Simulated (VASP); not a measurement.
# Au in VASP: single point with PBEsol

Aim: the single point of Au with PBEsol.

All numbers are computed with VASP 6.6.1; they aren't measurements. Logs are shortened: lines on timing, memory, paths and dates and some standing lists are left out, and cuts for length are marked.

## Step 1: The cell of the first run

The cell holds a slab with vacuum, 6 atoms: a = 2.823 Å, b = 2.920 Å, c = 30.233 Å, α = 90.00°, β = 90.00°, γ = 118.91°.

## Step 2: Single point, PBEsol

Input file INCAR:

```
PREC = Accurate
ENCUT = 400
EDIFF = 1E-6
ISMEAR = 0
SIGMA = 0.1
LREAL = F
LASPH = T
NELM = 120
ALGO = Normal
ISIF = 2
LWAVE = F
LCHARG = F
LDIPOL = T
IDIPOL = 3
DIPOL = 0.5 0.5 0.498
GGA = PS
NBANDS = 42
GGA_COMPAT = F
NELMDL = -8
```

Input file KPOINTS:

```
Automatic mesh
0
Gamma
  10 10 1
```

Input file POSCAR:

```
Au
1.0
    2.8226199300     -0.0000000028      0.0000000000
   -1.4113099625      2.5559330214      0.0000000000
    0.0000000000      0.0000000000     30.2329243226
Au
6
Direct
    0.3346720300      0.6693440600      0.2976887020
    0.6653279700      0.3306559400      0.3786132212
    0.3346720300      0.6693440600      0.4595377404
    0.6624508661      0.3249017323      0.5381883000
    0.3350128304      0.6700256609      0.6165868088
    0.6620760212      0.3241520424      0.6964118055
```

Potentials or basis: VASP PAW PBE potentials, release 64 (Au).

Started as:

```
$ cat potpaw_PBE.64/Au/POTCAR > POTCAR
$ mpirun -np 1 vasp_std > vasp.out
```

OUTCAR:

```text
PREC = Accurate
   ENCUT = 400
   EDIFF = 1E-6
   ISMEAR = 0
   LREAL = F
   LASPH = T
   NELM = 120
   ISIF = 2
   GGA = PS
   NELMDL = -8

 ion  position               nearest neighbor table
   1  0.335  0.669  0.298-   2 2.95   2 2.95   2 2.97
   2  0.665  0.331  0.379-   1 2.95   3 2.95   1 2.95   3 2.95   1 2.97   3 2.97
   3  0.335  0.669  0.460-   4 2.90   4 2.90   4 2.91   2 2.95   2 2.95   2 2.97
   4  0.662  0.325  0.538-   5 2.90   5 2.90   5 2.90   3 2.90   3 2.90   3 2.91
   5  0.335  0.670  0.617-   4 2.90   4 2.90   4 2.90   6 2.93   6 2.93   6 2.94
   6  0.662  0.324  0.696-   5 2.93   5 2.93   5 2.94

  LATTYP: Found a base centered orthorhombic cell.
 ALAT       =     2.8226199300
 B/A-ratio  =     1.8110359052
 C/A-ratio  =    10.7109441130

  Lattice vectors:

 A1 = (   1.4113099625,  -2.5559330214,   0.0000000000)
 A2 = (   1.4113099675,   2.5559330186,   0.0000000000)
 A3 = (   0.0000000000,   0.0000000000,  30.2329243226)

Analysis of symmetry for initial positions (statically):
=====================================================================
 Subroutine PRICEL returns:
 Original cell was already a primitive cell.

 Routine SETGRP: Setting up the symmetry group for a
 base centered orthorhombic supercell.

 Subroutine GETGRP returns: Found  2 space group operations
 (whereof  2 operations were pure point group operations)
 out of a pool of  8 trial point group operations.

The static configuration has the point symmetry C_1h.

Analysis of symmetry for dynamics (positions and initial velocities):
=====================================================================
 Subroutine PRICEL returns:
 Original cell was already a primitive cell.

 Routine SETGRP: Setting up the symmetry group for a
 base centered orthorhombic supercell.

 Subroutine GETGRP returns: Found  2 space group operations
 (whereof  2 operations were pure point group operations)
 out of a pool of  8 trial point group operations.

The dynamic configuration has the point symmetry C_1h.

 Subroutine INISYM returns: Found  2 space group operations
 (whereof  2 operations are pure point group operations),
 and found     1 'primitive' translations

----------------------------------------------------------------------------------------

                                     Primitive cell

  volume of cell :     218.1132

  direct lattice vectors                    reciprocal lattice vectors
[... 104 lines left out ...]
   TEBEG  =    0.0;   TEEND  =   0.0 temperature during run
   PSTRESS=    0.0 pullay stress
   NELECT =      66.0000    total number of electrons
   NUPDOWN=      -1.0000    fix difference up-down
   EMIN   =  10.00;   EMAX   =-10.00  energy-range for DOS
   EFERMI =   0.00;   METHOD = LEGACY
   ISMEAR =     0;   SIGMA  =   0.10  broadening in eV -4-tet -1-fermi 0-gaus
   EFERMI_NEDOS =   21; number of points for ismear=-14 and -15
   IALGO  =     38    algorithm
   IMIX   =      4    mixing-type and parameters
     AMIX     =   0.40;   BMIX     =  1.00
     AMIX_MAG =   1.60;   BMIX_MAG =  1.00
  volume/ion in A,a.u.               =      36.35       245.32
  Fermi-wavevector in a.u.,A,eV,Ry     =   1.099079  2.076958 16.435485  1.207974
  Thomas-Fermi vector in A             =   2.235467
   LORBIT       =      0    0 simple, 1 ext, 2 COOP (PROOUT), +10 PAW based schemes
   GGA     = PS    functional components
   LHFCALC =     F    Hartree Fock is set to
   AEXX    =    0.0000 exact exchange contribution
   IVDW    =     0    specifies the selected vdW correction
   LEPSILON=     F    determine dielectric tensor
   LRPA    =     F    only Hartree local field effects (RPA)
 non-spin polarized calculation
 Gauss-broadening in eV      SIGMA  =   0.10
  energy-cutoff  :      400.00
  volume of cell :      218.11
 maximum number of plane-waves:      4020
   NGX =  9   NGY =  9   NGZ = 99

 dipolmoment           0.000000      0.000000      0.000076 electrons x Angstroem

 number of electron      65.9999994 magnetization

 dipolmoment           0.000000      0.000000     -0.001239 electrons x Angstroem

 Free energy of the ion-electron system (eV)
  ---------------------------------------------------
  ext. energy  EPLUGINS =         0.00000000
  ---------------------------------------------------
  free energy    TOTEN  =       -22.54064377 eV

  energy without entropy =      -22.52803145  energy(sigma->0) =      -22.53433761

 E-fermi :   1.3710     XC(G=0):  -6.6758

 val. band max:        1.3079928183   @ k =   0.0000   0.0000   0.0000
 cond. band min:       1.3743700908   @ k =   0.1000   0.4000   0.0000
 fundamental gap:      0.0663772725
 Fermi energy:         1.3710105247

 k-point     1 :       0.0000    0.0000    0.0000
  band No.  band energies     occupation
      1      -8.1113      2.00000
      2      -7.4587      2.00000
      3      -6.6773      2.00000
      4      -6.0010      2.00000
      5      -5.7048      2.00000
      6      -5.6375      2.00000
[... 1069 lines left out ...]
     41       8.3151      0.00000
     42       9.2819      0.00000

 [... further k-points ...]

------------------------ aborting loop because EDIFF is reached ----------------------------------------

 vacuum level on the upper side and lower side of the slab       (xc-potential included)        -0.283        -0.209

  FORCE on cell =-STRESS in cart. coord.  units (eV):
  Direction    XX          YY          ZZ          XY          YZ          ZX
  --------------------------------------------------------------------------------------
  -------------------------------------------------------------------------------------
  Total       -4.7487675     -5.2246815     -0.9526809     -0.0000000     -0.0417810     -0.0000000
  in kB      -34.8826495    -38.3785334     -6.9980333     -0.0000000     -0.3069074     -0.0000000
  external PRESSURE =     -26.7530721 kB  Pullay stress =       0.0000000 kB

 VOLUME and BASIS-vectors are now :
 -----------------------------------------------------------------------------
  energy-cutoff  :      400.00
  volume of cell :      218.11
      direct lattice vectors                 reciprocal lattice vectors
     2.822619930 -0.000000003  0.000000000     0.354280784  0.195623279  0.000000000
    -1.411309963  2.555933021  0.000000000     0.000000000  0.391246559  0.000000000
     0.000000000  0.000000000 30.232924323     0.000000000  0.000000000  0.033076522

 POSITION                                       TOTAL-FORCE (eV/Angst)
 -----------------------------------------------------------------------------------
      0.00000      1.71080      9.00000         0.000000      0.007934      0.098142
      1.41131      0.84513     11.44658        -0.000000     -0.009398      0.157755
      0.00000      1.71080     13.89317         0.000000      0.012083     -0.255369
      1.41131      0.83043     16.27101        -0.000000     -0.015251      0.001717
      0.00000      1.71254     18.64122         0.000000      0.009398      0.005110
      1.41131      0.82851     21.05457        -0.000000     -0.004766     -0.007356
 -----------------------------------------------------------------------------------
    total drift:                                0.000001     -0.000294      0.000098

  FREE ENERGIE OF THE ION-ELECTRON SYSTEM (eV)
  ---------------------------------------------------
  free  energy   TOTEN  =       -22.5406437672 eV

  energy  without entropy=      -22.5280314457  energy(sigma->0) =      -22.53433761

 vacuum level on the upper side and lower side of the slab         6.579         6.634
```

OSZICAR:

```text
N       E                     dE             d eps       ncg     rms          rms(c)
DAV:   1     0.388046665939E+03    0.38805E+03   -0.27145E+04  2636   0.113E+03
DAV:   2    -0.979691716046E+01   -0.39784E+03   -0.37306E+03  3142   0.266E+02
DAV:   3    -0.243006265689E+02   -0.14504E+02   -0.14187E+02  2988   0.491E+01
[... 25 lines left out ...]
DAV:  29    -0.225406161465E+02   -0.11144E-04   -0.16685E-06  1922   0.680E-03    0.990E-03
DAV:  30    -0.225406296411E+02   -0.13495E-04   -0.25131E-06  1854   0.123E-02    0.852E-03
DAV:  31    -0.225406376142E+02   -0.79732E-05   -0.56416E-06  2230   0.244E-02    0.621E-03
DAV:  32    -0.225406428276E+02   -0.52134E-05   -0.46704E-06  2304   0.210E-02    0.620E-03
DAV:  33    -0.225406437672E+02   -0.93956E-06   -0.56143E-07  1776   0.607E-03
   1 F= -.22540644E+02 E0= -.22534338E+02  d E =-.126123E-01
```

stdout:

```text
POSCAR found type information on POSCAR Au
 POSCAR found :  1 types and       6 ions
 scaLAPACK will be used
 -----------------------------------------------------------------------------
|                                                                             |
|                                                                             |
|     You enforced a specific xc type in the INCAR file but a different       |
|     I HOPE YOU KNOW WHAT YOU ARE DOING!                                     |
|                                                                             |
 -----------------------------------------------------------------------------

 LDA part: xc-table for (Slater+PW92), standard interpolation
 POSCAR, INCAR and KPOINTS ok, starting setup
 FFT: planning ... GRIDC
 FFT: planning ... GRID_SOFT
 FFT: planning ... GRID
 WAVECAR not read
 entering main loop
```

Run time: 7.5 min. Hardware: 1 thread of Intel Xeon 8259CL, shared host; peak memory 0.31 GiB.

What came out:

```
Free energy            : -22.5406 eV
Largest force          : 0.256 eV/Å
Band gap on the k mesh : zero (bands 33 and 34 overlap by 4.94 eV)
```

Forces on the atoms (eV/Å):
```
Au   0.000  0.008  0.098
Au   0.000 -0.009  0.158
Au   0.000  0.012 -0.255
Au   0.000 -0.015  0.002
Au   0.000  0.009  0.005
Au   0.000 -0.005 -0.007
```

Caveat: the PAW data sets were made with another functional, which shifts forces and pressure a little; spin-orbit coupling is left out, which moves the levels of the heavy elements.

The gap in the log of VASP goes by the Fermi energy; the results here count the filled bands.